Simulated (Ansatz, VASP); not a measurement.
SiC: VASP beside Ansatz

```
CELL_PARAMETERS angstrom
0.00000 2.16448 2.16448
2.16448 0.00000 2.16448
2.16448 2.16448 0.00000
ATOMIC_POSITIONS crystal
Si 0.00000 0.00000 0.00000
C 0.25000 0.25000 0.25000
```

Alike in both runs: functional LDA; k mesh 10 × 10 × 10; no spin polarisation.

Ansatz relaxed the structure, and its values are those at the end. VASP's run is a single point on that final structure, the one shown.

|  | VASP | Ansatz |
| --- | --- | --- |
| version | VASP 6.6.1 | Ansatz 0.2.0 |
| potentials or method | VASP PAW LDA potentials, release 64 (Si, C) | scalar-relativistic, plane waves, PAW |
| plane-wave cutoff (eV) | 600 | 420 |
| occupations | gaussian, width 0.01 eV | fixed |
| valence electrons in the cell | 8 | 8 |

```tsv
	VASP	Ansatz	Ansatz less VASP
gap on the k mesh at the Fermi level (eV)	1.29	1.30	+0.013
least direct gap on the mesh (eV)	4.52	4.53	+0.012
pressure (GPa)	0.3	0.0	-0.26
```

LDA's correlation is that of Perdew and Zunger in VASP and of Perdew and Wang (1992) in Ansatz.
